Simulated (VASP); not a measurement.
# MnO2 (P-3m1) in VASP: a series of runs

Runs on MnO2. Level: LDA. Tasks: single point.

Everything below comes from runs of VASP 6.6.1. Logs are shortened: lines on timing, memory, paths and dates and some standing lists are left out, and cuts for length are marked.

## 1. The cell of the first run

It takes space group P-3m1 (No. 164, trigonal). The conventional cell has a = 2.536 Å, b = 2.536 Å, c = 4.086 Å, α = 90.00°, β = 90.00°, γ = 120.00°. Within 2.2 Å of Mn (site symmetry -3m) lie 6 O at 1.69 Å. O (site symmetry 3m) has 3 Mn at 1.69 Å and 3 O at 2.23 Å within 2.3 Å.

## 2. Single point, LDA (7.59 Å³/atom)

INCAR reads:

```
PREC = Accurate
ENCUT = 520
EDIFF = 1E-6
ISMEAR = -1
SIGMA = 0.03
LREAL = F
LASPH = T
NELM = 60
ALGO = Normal
ISIF = 2
LWAVE = F
LCHARG = F
NBANDS = 20
```

KPOINTS reads:

```
regular mesh
0
Gamma
  11 11 6
```

POSCAR reads:

```
MnO2
1.0
    2.5363671977      0.0000000000      0.0000000000
   -1.2681835988      2.1965584265      0.0000000000
    0.0000000000      0.0000000000      4.0855784404
Mn O
1 2
Direct
    0.0000000000      0.0000000000      0.5000000000
    0.6666666667      0.3333333333      0.2937074300
    0.3333333333      0.6666666667      0.7062925700
```

Potentials or basis: VASP PAW LDA potentials, release 64 (Mn_pv, O).

Launch:

```bash
$ cat potpaw_LDA.64/Mn_pv/POTCAR potpaw_LDA.64/O/POTCAR > POTCAR
$ mpirun -np 1 vasp_std > vasp.out
```

OUTCAR:

```text
PREC = Accurate
   ENCUT = 520
   EDIFF = 1E-6
   ISMEAR = -1
   LREAL = F
   LASPH = T
   NELM = 60
   ISIF = 2

 ion  position               nearest neighbor table
   1  0.000  0.000  0.500-   2 1.69   3 1.69   3 1.69   2 1.69   2 1.69   3 1.69
   2  0.667  0.333  0.294-   1 1.69   1 1.69   1 1.69
   3  0.333  0.667  0.706-   1 1.69   1 1.69   1 1.69

  LATTYP: Found a hexagonal cell.
 ALAT       =     2.5363671977
 C/A-ratio  =     1.6107992739

  Lattice vectors:

 A1 = (   2.5363671977,   0.0000000000,   0.0000000000)
 A2 = (  -1.2681835988,   2.1965584265,   0.0000000000)
 A3 = (   0.0000000000,   0.0000000000,   4.0855784404)

Analysis of symmetry for initial positions (statically):
=====================================================================
 Subroutine PRICEL returns:
 Original cell was already a primitive cell.

 Routine SETGRP: Setting up the symmetry group for a
 hexagonal supercell.

 Subroutine GETGRP returns: Found 12 space group operations
 (whereof 12 operations were pure point group operations)
 out of a pool of 24 trial point group operations.

The static configuration has the point symmetry D_3d.

Analysis of symmetry for dynamics (positions and initial velocities):
=====================================================================
 Subroutine PRICEL returns:
 Original cell was already a primitive cell.

 Routine SETGRP: Setting up the symmetry group for a
 hexagonal supercell.

 Subroutine GETGRP returns: Found 12 space group operations
 (whereof 12 operations were pure point group operations)
 out of a pool of 24 trial point group operations.

The dynamic configuration has the point symmetry D_3d.

 Subroutine INISYM returns: Found 12 space group operations
 (whereof 12 operations are pure point group operations),
 and found     1 'primitive' translations

----------------------------------------------------------------------------------------

                                     Primitive cell

  volume of cell :      22.7619

  direct lattice vectors                    reciprocal lattice vectors
     2.536367198  0.000000000  0.000000000     0.394264679  0.227628819  0.000000000
[... 82 lines left out ...]
   ISPIN  =      1    spin polarized calculation?
   LNONCOLLINEAR =      F non collinear calculations
   LSORBIT =      F    spin-orbit coupling
   LASPH  =      T    aspherical Exc in radial PAW
   ENCUT  =  520.0 eV  38.22 Ry    6.18 a.u.   4.72  4.72  7.60*2*pi/ulx,y,z
   NELM   =     60;   NELMIN=  2; NELMDL= -5     # of ELM steps
   EDIFF  = 0.1E-05   stopping-criterion for ELM
   LREAL  =      F    real-space projection
   EDIFFG = 0.1E-04   stopping-criterion for IOM
   NSW    =      0    number of steps for IOM
   IBRION =     -1    ionic relax: 0-MD 1-quasi-New 2-CG
   NFREE  =      0    steps in history (QN), initial steepest desc. (CG)
   ISIF   =      2    stress and relaxation
   ISYM   =      2    0-nonsym 1-usesym 2-fastsym
   POTIM  = 0.5000    time-step for ionic-motion
   TEBEG  =    0.0;   TEEND  =   0.0 temperature during run
   PSTRESS=    0.0 pullay stress
   NELECT =      25.0000    total number of electrons
   NUPDOWN=      -1.0000    fix difference up-down
   EMIN   =  10.00;   EMAX   =-10.00  energy-range for DOS
   EFERMI =   0.00;   METHOD = LEGACY
   ISMEAR =    -1;   SIGMA  =   0.03  broadening in eV -4-tet -1-fermi 0-gaus
   EFERMI_NEDOS =   21; number of points for ismear=-14 and -15
   IALGO  =     38    algorithm
   IMIX   =      4    mixing-type and parameters
     AMIX     =   0.40;   BMIX     =  1.00
     AMIX_MAG =   1.60;   BMIX_MAG =  1.00
  volume/ion in A,a.u.               =       7.59        51.20
  Fermi-wavevector in a.u.,A,eV,Ry     =   1.689087  3.191912 38.817624  2.853015
  Thomas-Fermi vector in A             =   2.771277
   LORBIT       =      0    0 simple, 1 ext, 2 COOP (PROOUT), +10 PAW based schemes
   GGA     = CA    functional components
   LHFCALC =     F    Hartree Fock is set to
   AEXX    =    0.0000 exact exchange contribution
   IVDW    =     0    specifies the selected vdW correction
   LEPSILON=     F    determine dielectric tensor
   LRPA    =     F    only Hartree local field effects (RPA)
 non-spin polarized calculation
  energy-cutoff  :      520.00
  volume of cell :       22.76
 maximum number of plane-waves:       640
 NGX is ok and might be reduce to    20
   NGX =  9   NGY =  9   NGZ = 15

 number of electron      25.0000013 magnetization

 Free energy of the ion-electron system (eV)
  ---------------------------------------------------
  ext. energy  EPLUGINS =         0.00000000
  ---------------------------------------------------
  free energy    TOTEN  =       -23.25068539 eV

  energy without entropy =      -23.23945375  energy(sigma->0) =      -23.24506957

 E-fermi :   8.0348     XC(G=0): -13.4587

 val. band max:        8.0346762883   @ k =   0.2727   0.1818   0.1667
 cond. band min:       8.0402168260   @ k =   0.3636   0.1818   0.1667
 fundamental gap:      0.0055405377
 Fermi energy:         8.0348242069

 k-point     1 :       0.0000    0.0000    0.0000
  band No.  band energies     occupation
      1     -40.9070      2.00000
      2     -40.9070      2.00000
      3     -40.7967      2.00000
      4     -15.0243      2.00000
      5     -10.7708      2.00000
      6      -1.5204      2.00000
[... 541 lines left out ...]
     19      24.9405      0.00000
     20      26.7456      0.00000

 [... further k-points ...]

------------------------ aborting loop because EDIFF is reached ----------------------------------------

  FORCE on cell =-STRESS in cart. coord.  units (eV):
  Direction    XX          YY          ZZ          XY          YZ          ZX
  --------------------------------------------------------------------------------------
  -------------------------------------------------------------------------------------
  Total       20.2877238     20.2877238     13.3862211      0.0000000      0.0000000     -0.0000000
  in kB     1428.0238669   1428.0238669    942.2369594      0.0000000      0.0000000     -0.0000000
  external PRESSURE =    1266.0948977 kB  Pullay stress =       0.0000000 kB

 VOLUME and BASIS-vectors are now :
 -----------------------------------------------------------------------------
  energy-cutoff  :      520.00
  volume of cell :       22.76
      direct lattice vectors                 reciprocal lattice vectors
     2.536367198  0.000000000  0.000000000     0.394264679  0.227628819  0.000000000
    -1.268183599  2.196558427  0.000000000     0.000000000  0.455257638  0.000000000
     0.000000000  0.000000000  4.085578440     0.000000000  0.000000000  0.244763383

 POSITION                                       TOTAL-FORCE (eV/Angst)
 -----------------------------------------------------------------------------------
      0.00000      0.00000      2.04279        -0.000000      0.000000     -0.000000
      1.26818      0.73219      1.19996        -0.000000      0.000000     -7.747921
     -0.00000      1.46437      2.88561         0.000000      0.000000      7.747921
 -----------------------------------------------------------------------------------
    total drift:                                0.000000     -0.000000      0.000000

  FREE ENERGIE OF THE ION-ELECTRON SYSTEM (eV)
  ---------------------------------------------------
  free  energy   TOTEN  =       -23.2506853866 eV

  energy  without entropy=      -23.2394537514  energy(sigma->0) =      -23.24506957
```

OSZICAR:

```text
N       E                     dE             d eps       ncg     rms          rms(c)
DAV:   1     0.253711144765E+03    0.25371E+03   -0.15006E+04  3392   0.157E+03
DAV:   2    -0.150336389650E+02   -0.26874E+03   -0.25563E+03  3488   0.427E+02
DAV:   3    -0.298956117898E+02   -0.14862E+02   -0.14733E+02  3808   0.111E+02
DAV:   4    -0.300303089439E+02   -0.13470E+00   -0.13464E+00  3628   0.112E+01
DAV:   5    -0.300314349313E+02   -0.11260E-02   -0.11260E-02  3908   0.103E+00    0.557E+01
DAV:   6    -0.278876666978E+02    0.21438E+01   -0.79359E+01  4080   0.102E+02    0.267E+01
DAV:   7    -0.248465734144E+02    0.30411E+01   -0.71925E+01  3828   0.101E+02    0.247E+01
DAV:   8    -0.232479315850E+02    0.15986E+01   -0.45412E+00  4260   0.286E+01    0.132E+00
DAV:   9    -0.232528898281E+02   -0.49582E-02   -0.26814E-01  3756   0.457E+00    0.769E-01
DAV:  10    -0.232516327596E+02    0.12571E-02   -0.16065E-02  3868   0.138E+00    0.523E-01
DAV:  11    -0.232507639596E+02    0.86880E-03   -0.39593E-03  3548   0.873E-01    0.737E-02
DAV:  12    -0.232507012904E+02    0.62669E-04   -0.18942E-04  3940   0.130E-01    0.781E-02
DAV:  13    -0.232506887453E+02    0.12545E-04   -0.14068E-04  3996   0.147E-01    0.262E-02
DAV:  14    -0.232506853101E+02    0.34352E-05   -0.19665E-05  3652   0.584E-02    0.186E-03
DAV:  15    -0.232506853866E+02   -0.76554E-07   -0.44495E-07  1900   0.629E-03
   1 F= -.23250685E+02 E0= -.23245070E+02  d E =-.112316E-01
```

Run time: 27 s. Hardware: 1 thread of AMD EPYC 7R13 (Zen 3), shared host; peak memory 0.12 GiB.

What came out:

| Quantity | Value |
| --- | --- |
| Free energy | -23.2507 eV |
| Pressure | 126.6 GPa |
| Largest force | 7.748 eV/Å |
| Band gap on the k mesh | zero (an odd number of electrons rules out a gap without spin polarisation) |

Forces on the atoms (eV/Å):
```
Mn   0.000  0.000  0.000
O    0.000  0.000 -7.748
O    0.000  0.000  7.748
```

Stress tensor (GPa, compression positive):
```
142.80   0.00   0.00
  0.00 142.80   0.00
  0.00   0.00  94.22
```

Levels at points of the mesh, in eV from the Fermi level:
```csv
k point,band 9,band 10,band 11,band 12,band 13,band 14,band 15,band 16,band 17,band 18
"(0.00, 0.00, 0.00)",-2.79,-2.63,-2.63,-1.57,-1.57,1.31,5.05,5.05,9.32,11.92
"(0.00, 0.00, 0.50)",-5.01,-2.71,-2.71,-1.59,-1.59,1.89,5.17,5.17,11.01,13.42
```

Caveat: the cell stands under pressure; an odd number of electrons without spin polarisation forces a metal; a magnetic or distorted state may lie lower; the run has no spin polarisation, though such a crystal can be magnetic; semilocal functionals often make such compounds metallic where correlation or magnetic order opens a gap, which also shifts bond lengths.

## 3. Single point, LDA (8.24 Å³/atom)

This run uses another cell than the first one, of 8.24 Å³/atom.

INCAR reads:

```
SYSTEM = MnO2
PREC     = Accurate       ! precision mode
ENCUT    = 520            ! plane-wave cutoff, eV
EDIFF    = 1E-6           ! SCF threshold, eV
ISMEAR   = -1             ! smearing method
SIGMA    = 0.03           ! smearing width, eV
LREAL    = .False.        ! projectors in reciprocal space
LASPH    = .True.         ! aspherical terms in the spheres
NELM     = 100            ! most SCF steps
ALGO     = Normal         ! electronic algorithm
ISIF     = 2              ! what is computed and relaxed
LWAVE    = .False.        ! write WAVECAR
LCHARG   = .True.         ! write CHGCAR
LELF     = .True.         ! ELF
LVHAR    = .True.       
NBANDS   = 20             ! bands
```

KPOINTS reads:

```
regular mesh
0
Gamma
  11 11 6
  0 0 0
```

POSCAR reads:

```
MnO2
1.0
    2.6068576215      0.0000000000      0.0000000000
   -1.3034288108      2.2576049243      0.0000000000
    0.0000000000      0.0000000000      4.1991243640
Mn O
1 2
Direct
    0.0000000000      0.0000000000      0.5000000000
    0.6666666667      0.3333333333      0.2937074300
    0.3333333333      0.6666666667      0.7062925700
```

Potentials or basis: VASP PAW LDA potentials, release 64 (Mn_pv, O).

Launch:

```bash
$ cat potpaw_LDA.64/Mn_pv/POTCAR potpaw_LDA.64/O/POTCAR > POTCAR
$ mpirun -np 1 vasp_std > vasp.out
```

Wall time 27 s (1 thread of AMD EPYC 7R13 (Zen 3), shared host); peak memory 0.12 GiB.

The run converged. Its results:

* Free energy: -24.4565 eV
* Pressure: 74.0 GPa
* Largest force: 4.989 eV/Å
* Band gap on the k mesh: zero (an odd number of electrons rules out a gap without spin polarisation)

Forces on the atoms (eV/Å):
```
Mn   0.000  0.000  0.000
O    0.000  0.000 -4.989
O    0.000  0.000  4.989
```

Stress tensor (GPa, compression positive):
```
82.83  0.00  0.00
 0.00 82.83  0.00
 0.00  0.00 56.48
```

Levels at points of the mesh, in eV from the Fermi level:
| k point | band 11 | band 12 | band 13 | band 14 | band 15 | band 16 |
| --- | --- | --- | --- | --- | --- | --- |
| (0.00, 0.00, 0.00) | -2.43 | -1.37 | -1.37 | 1.20 | 4.58 | 4.58 |
| (0.00, 0.00, 0.50) | -2.50 | -1.38 | -1.38 | 1.66 | 4.68 | 4.68 |

Caveat: the cell stands under pressure; an odd number of electrons without spin polarisation forces a metal; a magnetic or distorted state may lie lower; the run has no spin polarisation, though such a crystal can be magnetic; semilocal functionals often make such compounds metallic where correlation or magnetic order opens a gap, which also shifts bond lengths. With open d or f shells a metallic result of LDA can be an artefact of self-interaction; +U or a hybrid may open a gap.
